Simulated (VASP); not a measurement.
# GaSb (F-43m) in VASP: further runs

GaSb is run at these levels: LDA; tasks: vibrations by perturbation theory.

All numbers are computed with VASP 6.6.1; they aren't measurements. Logs are shortened: lines on timing, memory, paths and dates and some standing lists are left out, and cuts for length are marked.

## 1. The cell of the first run

It takes space group F-43m (No. 216, cubic). Conventional cell: a = 6.010 Å, b = 6.010 Å, c = 6.010 Å, α = 90.00°, β = 90.00°, γ = 90.00°. Ga (site symmetry -43m) has 4 Sb at 2.60 Å within 3.4 Å. Within 3.4 Å of Sb (site symmetry -43m) lie 4 Ga at 2.60 Å.

## 2. Vibrations by perturbation theory, LDA (phonons at volume x 0.98)

The input, INCAR:

```
SYSTEM = GaSb
ALGO     = Normal         ! electronic algorithm
EDIFF    = 1E-8           ! SCF threshold, eV
ENCUT    = 520            ! plane-wave cutoff, eV
IBRION   = 8              ! ionic algorithm
ISIF     = 2              ! what is computed and relaxed
ISMEAR   = -1             ! smearing method
LASPH    = .True.         ! aspherical terms in the spheres
LCHARG   = .False.        ! write CHGCAR
LREAL    = .False.        ! projectors in reciprocal space
LWAVE    = .False.        ! write WAVECAR
NELM     = 80             ! most SCF steps
NSW      = 1              ! ionic steps
PREC     = Accurate       ! precision mode
SIGMA    = 0.15           ! smearing width, eV
```

The input, KPOINTS:

```
k-points
0
Gamma
  12 12 12
  0 0 0
```

The input, POSCAR:

```
GaSb
1.0
    0.0000000000      3.0047641534      3.0047641534
    3.0047641534      0.0000000000      3.0047641534
    3.0047641534      3.0047641534      0.0000000000
Ga Sb
1 1
Direct
    0.0000000000      0.0000000000      0.0000000000
    0.7500000000      0.7500000000      0.7500000000
```

Potentials or basis: VASP PAW LDA potentials, release 64 (Ga_d, Sb).

Launch:

```bash
$ cat potpaw_LDA.64/Ga_d/POTCAR potpaw_LDA.64/Sb/POTCAR > POTCAR
$ mpirun -np 1 vasp_std > vasp.out
```

OUTCAR:

```text
SYSTEM = GaSb
   EDIFF = 1E-8
   ENCUT = 520
   IBRION = 8
   ISIF = 2
   ISMEAR = -1
   LASPH = .True.
   LREAL = .False.
   NELM = 80
   NSW = 1
   PREC = Accurate

 ion  position               nearest neighbor table
   1  0.000  0.000  0.000-   2 2.60   2 2.60   2 2.60   2 2.60
   2  0.750  0.750  0.750-   1 2.60   1 2.60   1 2.60   1 2.60

  LATTYP: Found a face centered cubic cell.
 ALAT       =     6.0095283068

  Lattice vectors:

 A1 = (   0.0000000000,   3.0047641534,   3.0047641534)
 A2 = (   3.0047641534,   0.0000000000,   3.0047641534)
 A3 = (   3.0047641534,   3.0047641534,   0.0000000000)

Analysis of symmetry for initial positions (statically):
=====================================================================
 Subroutine PRICEL returns:
 Original cell was already a primitive cell.

 Routine SETGRP: Setting up the symmetry group for a
 face centered cubic supercell.

 Subroutine GETGRP returns: Found 24 space group operations
 (whereof 24 operations were pure point group operations)
 out of a pool of 48 trial point group operations.

The static configuration has the point symmetry T_d .

Analysis of symmetry for dynamics (positions and initial velocities):
=====================================================================
 Subroutine PRICEL returns:
 Original cell was already a primitive cell.

 Routine SETGRP: Setting up the symmetry group for a
 face centered cubic supercell.

 Subroutine GETGRP returns: Found 24 space group operations
 (whereof 24 operations were pure point group operations)
 out of a pool of 48 trial point group operations.

The dynamic configuration has the point symmetry T_d .

 Subroutine INISYM returns: Found 24 space group operations
 (whereof 24 operations are pure point group operations),
 and found     1 'primitive' translations

----------------------------------------------------------------------------------------

                                     Primitive cell

  volume of cell :      54.2577

  direct lattice vectors                    reciprocal lattice vectors
     0.000000000  3.004764153  3.004764153    -0.166402411  0.166402411  0.166402411
     3.004764153  0.000000000  3.004764153     0.166402411 -0.166402411  0.166402411
     3.004764153  3.004764153  0.000000000     0.166402411  0.166402411 -0.166402411

  length of vectors
     4.249378217  4.249378217  4.249378217     0.288217431  0.288217431  0.288217431

  position of ions in fractional coordinates (direct lattice)
     0.000000000  0.000000000  0.000000000
     0.750000000  0.750000000  0.750000000

  ion indices of the primitive-cell ions
   primitive index   ion index
                 1           1
                 2           2

----------------------------------------------------------------------------------------

 KPOINTS: k-points

Automatic generation of k-mesh.
 Grid dimensions read from file:
 generate k-points for:   12   12   12

 Generating k-lattice:

  Cartesian coordinates                     Fractional coordinates (reciprocal lattice)
    -0.013866868  0.013866868  0.013866868     0.083333333  0.000000000  0.000000000
     0.013866868 -0.013866868  0.013866868     0.000000000  0.083333333  0.000000000
     0.013866868  0.013866868 -0.013866868     0.000000000  0.000000000  0.083333333

  Length of vectors
     0.024018119  0.024018119  0.024018119

  Shift w.r.t. Gamma in fractional coordinates (k-lattice)
     0.000000000  0.000000000  0.000000000

 Subroutine IBZKPT returns following result:
 ===========================================

 Found     72 irreducible k-points:

 Following reciprocal coordinates:
            Coordinates               Weight
  0.000000  0.000000  0.000000      1.000000
  0.083333  0.000000  0.000000      8.000000
  0.166667  0.000000  0.000000      8.000000
  0.250000  0.000000  0.000000      8.000000
  0.333333  0.000000  0.000000      8.000000
  0.416667  0.000000  0.000000      8.000000
[... 16 lines left out ...]
  0.500000  0.166667  0.000000     24.000000
 -0.416667  0.166667  0.000000     24.000000
 [... further k-points ...]
   k-points           NKPTS =     72   k-points in BZ     NKDIM =     72   number of bands    NBANDS=     13
   number of dos      NEDOS =    301   number of ions     NIONS =      2
   total plane-waves  NPLWV =  32768
[... 23 lines left out ...]
   POTIM  = 0.5000    time-step for ionic-motion
   TEBEG  =    0.0;   TEEND  =   0.0 temperature during run
   PSTRESS=    0.0 pullay stress
   NELECT =      18.0000    total number of electrons
   NUPDOWN=      -1.0000    fix difference up-down
   EMIN   =  10.00;   EMAX   =-10.00  energy-range for DOS
   EFERMI =   0.00;   METHOD = LEGACY
   ISMEAR =    -1;   SIGMA  =   0.15  broadening in eV -4-tet -1-fermi 0-gaus
   EFERMI_NEDOS =   21; number of points for ismear=-14 and -15
   IALGO  =     38    algorithm
   IMIX   =      4    mixing-type and parameters
     AMIX     =   0.40;   BMIX     =  1.00
     AMIX_MAG =   1.60;   BMIX_MAG =  1.00
  volume/ion in A,a.u.               =      27.13       183.07
  Fermi-wavevector in a.u.,A,eV,Ry     =   1.133301  2.141628 17.474931  1.284371
  Thomas-Fermi vector in A             =   2.270004
   LORBIT       =      0    0 simple, 1 ext, 2 COOP (PROOUT), +10 PAW based schemes
   GGA     = CA    functional components
   LHFCALC =     F    Hartree Fock is set to
   AEXX    =    0.0000 exact exchange contribution
   IVDW    =     0    specifies the selected vdW correction
   LEPSILON=     F    determine dielectric tensor
   LRPA    =     F    only Hartree local field effects (RPA)
 non-spin polarized calculation
  energy-cutoff  :      520.00
  volume of cell :       54.26
 maximum number of plane-waves:      1477
   NGX = 15   NGY = 15   NGZ = 15

--------------------------------------- Ionic step        1  -------------------------------------------

 number of electron      18.0000003 magnetization

 Free energy of the ion-electron system (eV)
  ---------------------------------------------------
  ext. energy  EPLUGINS =         0.00000000
  ---------------------------------------------------
  free energy    TOTEN  =        -8.67021468 eV

  energy without entropy =       -8.66433638  energy(sigma->0) =       -8.66727553

 E-fermi :   5.4568     XC(G=0):  -9.6297

 val. band max:        5.2465266816   @ k =   0.0000   0.0000   0.0000
 cond. band min:       5.5113335099   @ k =   0.0000   0.0000   0.0000
 fundamental gap:      0.2648068283
 Fermi energy:         5.4568263036

 k-point     1 :       0.0000    0.0000    0.0000
  band No.  band energies     occupation
      1     -10.0094      2.00000
      2     -10.0094      2.00000
      3     -10.0094      2.00000
      4      -9.9512      2.00000
      5      -9.9512      2.00000
      6      -6.6551      2.00000
      7       5.2465      1.60500
      8       5.2465      1.60500
      9       5.2465      1.60500
     10       5.5113      0.82028
     11       7.9810      0.00000
     12       7.9810      0.00000
     13       7.9810      0.00000
[... 354 lines left out ...]
  band No.  band energies     occupation
      1     -10.0468      2.00000
      2      -9.9939      2.00000
      3      -9.9926      2.00000
      4      -9.9534      2.00000
      5      -9.9516      2.00000
      6      -4.6871      2.00000
      7      -1.3262      2.00000
      8       2.3061      2.00000
      9       3.6635      1.99999
     10       6.9496      0.00010
     11       8.9876      0.00000
     12       9.8151      0.00000
     13      12.2251      0.00000

 [... further k-points ...]

------------------------ aborting loop because EDIFF is reached ----------------------------------------

  FORCE on cell =-STRESS in cart. coord.  units (eV):
  Direction    XX          YY          ZZ          XY          YZ          ZX
  --------------------------------------------------------------------------------------
  -------------------------------------------------------------------------------------
  Total        0.4738049      0.4738049      0.4738049      0.0000000      0.0000000      0.0000000
  in kB       13.9910065     13.9910065     13.9910065      0.0000000      0.0000000      0.0000000
  external PRESSURE =      13.9910065 kB  Pullay stress =       0.0000000 kB

 VOLUME and BASIS-vectors are now :
 -----------------------------------------------------------------------------
  energy-cutoff  :      520.00
  volume of cell :       54.26
      direct lattice vectors                 reciprocal lattice vectors
     0.000000000  3.004764153  3.004764153    -0.166402411  0.166402411  0.166402411
     3.004764153  0.000000000  3.004764153     0.166402411 -0.166402411  0.166402411
     3.004764153  3.004764153  0.000000000     0.166402411  0.166402411 -0.166402411

 POSITION                                       TOTAL-FORCE (eV/Angst)
 -----------------------------------------------------------------------------------
      0.00000      0.00000      0.00000        -0.000000     -0.000000     -0.000000
      4.50715      4.50715      4.50715         0.000000      0.000000      0.000000
 -----------------------------------------------------------------------------------
    total drift:                               -0.000001     -0.000001     -0.000001

  FREE ENERGIE OF THE ION-ELECTRON SYSTEM (eV)
  ---------------------------------------------------
  free  energy   TOTEN  =        -8.6702146814 eV

  energy  without entropy=       -8.6643363825  energy(sigma->0) =       -8.66727553

[... ionic steps 2 to 3 ...]

--------------------------------------- Ionic step        4  -------------------------------------------

------------------------ aborting loop because EDIFF is reached ----------------------------------------

[... ionic steps 5 to 6 ...]

--------------------------------------- Ionic step        7  -------------------------------------------

 Free energy of the ion-electron system (eV)
  ---------------------------------------------------
  ---------------------------------------------------
  free energy    TOTEN  =        -0.02646314 eV

  energy without entropy =       -0.02646314

------------------------ aborting loop because EDIFF is reached ----------------------------------------

 INTERNAL STRAIN TENSOR  FOR ION    2  DIRECTION 1   (eV/Angst):
 -----------------------------------------------------------------------------
    -0.00399  0.00000  0.00000
     0.00000  0.00358  8.03406
     0.00000  8.03406  0.00358

 INTERNAL STRAIN TENSOR FOR ION    2 for displacements in x,y,z  (eV/Angst):
          X           Y           Z          XY          YZ          ZX
  --------------------------------------------------------------------------------
  x    -0.00000    -0.00000    -0.00000     0.00000     8.03406     0.00000
  y    -0.00000    -0.00000    -0.00000     0.00000     0.00000     8.03406
  z    -0.00000    -0.00000    -0.00000     8.03406     0.00000     0.00000

 SECOND DERIVATIVES (NOT SYMMETRIZED)
 ------------------------------------
               1X          1Y          1Z          2X          2Y          2Z
  1X    -8.741852    0.000000    0.000000    8.741852    0.000000    0.000000
  1Y     0.000000   -8.741852    0.000000    0.000000    8.741852    0.000000
  1Z     0.000000    0.000000   -8.741852    0.000000    0.000000    8.741852
  2X     8.713764    0.000000    0.000000   -8.713764    0.000000    0.000000
  2Y     0.000000    8.713764    0.000000    0.000000   -8.713764    0.000000
  2Z     0.000000    0.000000    8.713764    0.000000    0.000000   -8.713764

 Eigenvectors and eigenvalues of the dynamical matrix
 ----------------------------------------------------

   1 f  =    6.937925 THz    43.592271 2PiTHz  231.424281 cm-1    28.692941 meV
             X         Y         Z           dx          dy          dz
      0.000000  0.000000  0.000000     0.000000    0.797875    0.000000
      4.507146  4.507146  4.507146     0.000000   -0.602823    0.000000
[... 21 lines left out ...]
   6 f/i=    0.005370 THz     0.033739 2PiTHz    0.179115 cm-1     0.022207 meV
             X         Y         Z           dx          dy          dz
      0.000000  0.000000  0.000000     0.000000    0.000000   -0.602823
      4.507146  4.507146  4.507146     0.000000    0.000000   -0.797875

--------------------------------------------------------------------------------------------------------

 ELASTIC MODULI CONTR FROM IONIC RELAXATION (kBar)
 Direction    XX          YY          ZZ          XY          YZ          ZX
 --------------------------------------------------------------------------------
 XX          -0.0000     -0.0000     -0.0000      0.0000      0.0000      0.0000
 YY          -0.0000     -0.0000     -0.0000      0.0000      0.0000      0.0000
 ZZ          -0.0000     -0.0000     -0.0000      0.0000      0.0000      0.0000
 XY           0.0000      0.0000      0.0000   -222.0189      0.0000      0.0000
 YZ           0.0000      0.0000      0.0000      0.0000   -222.0189      0.0000
 ZX           0.0000      0.0000      0.0000      0.0000      0.0000   -222.0189
 --------------------------------------------------------------------------------
```

Wall time 3.2 min (1 thread of Intel Xeon 6975P-C (Granite Rapids), shared host); peak memory 0.54 GiB.

Results:

```
Highest phonon frequency at Γ, LO-TO splitting left out : 231 cm⁻¹
```

Phonon frequencies in cm⁻¹ (negative: imaginary):
| q point | frequencies |
| --- | --- |
| (0.000, 0.000, 0.000) | 0 0 0 231 231 231 |

Caveat: the cell differs from its parent crystal (phonons at volume x 0.98); the cell wasn't relaxed at this level first, which shifts response properties; spin-orbit coupling is left out, which moves the levels of the heavy elements.

## 3. Vibrations by perturbation theory, LDA

This run uses another cell than the first one, of 27.68 Å³/atom, 1.020 times its volume.

The input, INCAR:

```
  PREC = Accurate
  ENCUT = 520
  EDIFF = 1E-8
  ISMEAR = -1
  SIGMA = 0.15
  LREAL = F
  LASPH = T
  NELM = 100
  ALGO = Normal
  ISIF = 2
  LWAVE = F
  LCHARG = F
  NBANDS = 16
  IBRION = 8
  NSW = 1
```

The input, KPOINTS:

```
regular mesh
0
Gamma
  12 12 12
```

The input, POSCAR:

```
GaSb
1.0
    0.0000000000      3.0250672298      3.0250672298
    3.0250672298      0.0000000000      3.0250672298
    3.0250672298      3.0250672298      0.0000000000
Ga Sb
1 1
Direct
    0.0000000000      0.0000000000      0.0000000000
    0.7500000000      0.7500000000      0.7500000000
```

Potentials or basis: VASP PAW LDA potentials, release 64 (Ga_d, Sb).

Launch:

```bash
$ cat potpaw_LDA.64/Ga_d/POTCAR potpaw_LDA.64/Sb/POTCAR > POTCAR
$ mpirun -np 1 vasp_std > vasp.out
```

OUTCAR:

```text
PREC = Accurate
   ENCUT = 520
   EDIFF = 1E-8
   ISMEAR = -1
   LREAL = F
   LASPH = T
   NELM = 100
   ISIF = 2
   IBRION = 8
   NSW = 1

 ion  position               nearest neighbor table
   1  0.000  0.000  0.000-   2 2.62   2 2.62   2 2.62   2 2.62
   2  0.750  0.750  0.750-   1 2.62   1 2.62   1 2.62   1 2.62

  LATTYP: Found a face centered cubic cell.
 ALAT       =     6.0501344596

  Lattice vectors:

 A1 = (   0.0000000000,   3.0250672298,   3.0250672298)
 A2 = (   3.0250672298,   0.0000000000,   3.0250672298)
[... 708 lines left out ...]
               1X          1Y          1Z          2X          2Y          2Z
  1X    -8.205486    0.000000    0.000000    8.205486    0.000000    0.000000
  1Y     0.000000   -8.205486    0.000000    0.000000    8.205486    0.000000
  1Z     0.000000    0.000000   -8.205486    0.000000    0.000000    8.205486
  2X     8.263901    0.000000    0.000000   -8.263901    0.000000    0.000000
  2Y     0.000000    8.263901    0.000000    0.000000   -8.263901    0.000000
  2Z     0.000000    0.000000    8.263901    0.000000    0.000000   -8.263901

 Eigenvectors and eigenvalues of the dynamical matrix
 ----------------------------------------------------

   1 f  =    6.734370 THz    42.313292 2PiTHz  224.634392 cm-1    27.851102 meV
             X         Y         Z           dx          dy          dz
      0.000000  0.000000  0.000000     0.000000    0.796376    0.000000
      4.537601  4.537601  4.537601     0.000000   -0.604802    0.000000
[... 21 lines left out ...]
   6 f/i=    0.011505 THz     0.072287 2PiTHz    0.383762 cm-1     0.047580 meV
             X         Y         Z           dx          dy          dz
      0.000000  0.000000  0.000000     0.000000    0.000000   -0.604802
      4.537601  4.537601  4.537601     0.000000    0.000000   -0.796376

--------------------------------------------------------------------------------------------------------

 ELASTIC MODULI CONTR FROM IONIC RELAXATION (kBar)
 Direction    XX          YY          ZZ          XY          YZ          ZX
 --------------------------------------------------------------------------------
 XX          -0.0000      0.0000      0.0000      0.0000      0.0000      0.0000
 YY           0.0000     -0.0000      0.0000      0.0000      0.0000      0.0000
 ZZ           0.0000      0.0000     -0.0000      0.0000      0.0000      0.0000
 XY           0.0000      0.0000      0.0000   -191.2473      0.0000      0.0000
 YZ           0.0000      0.0000      0.0000      0.0000   -191.2473      0.0000
 ZX           0.0000      0.0000      0.0000      0.0000      0.0000   -191.2473
 --------------------------------------------------------------------------------
```

OSZICAR:

```text
N       E                     dE             d eps       ncg     rms          rms(c)
DAV:   1     0.844838713470E+02    0.84484E+02   -0.85364E+03  2320   0.140E+03
DAV:   2    -0.214619026627E+01   -0.86630E+02   -0.83457E+02  2824   0.305E+02
DAV:   3    -0.868241219841E+01   -0.65362E+01   -0.65219E+01  2736   0.661E+01
DAV:   4    -0.880070267351E+01   -0.11829E+00   -0.11828E+00  2936   0.100E+01
[... 38 lines left out ...]
RMM:   7    -0.264826207432E-01    0.58051E-06   -0.61128E-08 19086   0.140E-03    0.268E-04
RMM:   8    -0.264824355308E-01    0.18521E-06   -0.19882E-08 18081   0.461E-04    0.666E-05
RMM:   9    -0.264824149291E-01    0.20602E-07   -0.10020E-09 19093   0.172E-04    0.241E-05
RMM:  10    -0.264824005411E-01    0.14388E-07    0.31413E-10 18128   0.673E-05    0.243E-06
RMM:  11    -0.264823980498E-01    0.24912E-08    0.38959E-10 18615   0.267E-05    0.363E-06
 Linear response finished
```

Run time: 3.6 min. Hardware: 1 thread of Intel Xeon 6975P-C (Granite Rapids), shared host; peak memory 0.61 GiB.

What came out:

| Item | Value |
| --- | --- |
| Highest phonon frequency at Γ, LO-TO splitting left out | 225 cm⁻¹ |

Phonon frequencies in cm⁻¹ (negative: imaginary):
```tsv
q point	frequencies
(0.000, 0.000, 0.000)	0 0 0 225 225 225
```

Caveat: spin-orbit coupling is left out, which moves the levels of the heavy elements.

[end of part 1 of 2]
